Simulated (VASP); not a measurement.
Runs of VASP 6.6.1 on BN. The cells are those of the table. 

```csv
cell,gap on the mesh (eV),pressure (GPa),largest force (eV/Å)
"a = 2.554, b = 2.554, c = 12.683 Å, angles 89.4, 88.8, 60.0°, 12 atoms",5.80,-3.7,1.39
"a = 2.554, b = 2.554, c = 12.722 Å, angles 87.7, 85.4, 60.0°, 12 atoms",3.36,-2.7,3.50
"a = 2.554, b = 2.554, c = 12.691 Å, angles 88.8, 87.7, 60.0°, 12 atoms",5.47,-3.7,2.68
"a = 2.554, b = 2.554, c = 12.704 Å, angles 88.3, 86.5, 60.0°, 12 atoms",(b),(a),3.55
```

Alike in all rows: task single point; level r2SCAN; potentials or basis VASP PAW PBE potentials, release 64 (B, N); no spin polarisation; k mesh 10 × 10 × 2; cutoff (eV) 520; smearing gaussian 0.05 eV.

Question: Estimate the missing entries.

Answer: (a) -3.3; (b) 4.34.

Caveats: the PAW data sets were made with another functional, which shifts forces and pressure a little; the cell stands under tension (at least some runs); the stress differs along the axes, from -13 to 7 GPa (at least some runs); the stress differs along the axes, from -7 to -2 GPa (at least some runs); the stress differs along the axes, from -10 to 2 GPa (at least some runs).

A k mesh can miss the band edges.
